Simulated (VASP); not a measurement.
A run of VASP 6.6.1 is set up as follows.

The input INCAR:

```
SYSTEM = Zn
PREC = Accurate
ENCUT = 520
EDIFF = 1E-8
ISMEAR = -1
SIGMA = 0.03
LREAL = .False.
LASPH = .True.
NELM = 80
ALGO = Normal
ISIF = 2
LWAVE = .False.
LCHARG = .False.
GGA = PS
LEFG = .True.
NBANDS = 19
```

The input KPOINTS:

```
Automatic mesh
0
Gamma
  18 18 8
  0 0 0
```

POSCAR

```
Zn
1.0
    2.7084910329      0.0000000000      0.0000000000
   -1.3542455165      2.3456220404      0.0000000000
    0.0000000000      0.0000000000      5.0278078583
Zn
2
Direct
    0.3333333333      0.6666666667      0.2500000000
    0.6666666667      0.3333333333      0.7500000000
```

Potentials or basis: VASP PAW PBE potentials, release 64 (Zn).

The run is started by

```bash
$ cat potpaw_PBE.64/Zn/POTCAR > POTCAR
$ mpirun -np 1 vasp_std > vasp.out
```

(1) What does it give for the band gap on the k mesh?

(2) Estimate the pressure.

Answers

(1) zero (band 12 reaches 4.17 eV, above the bottom of band 13 at -0.47 eV).

(2) -7.7 GPa.

Caveat: without QUAD_EFG the Cq values of the log hold for a quadrupole moment of 1 mb, not for the nuclei; the PAW data sets were made with another functional, which shifts forces and pressure a little.
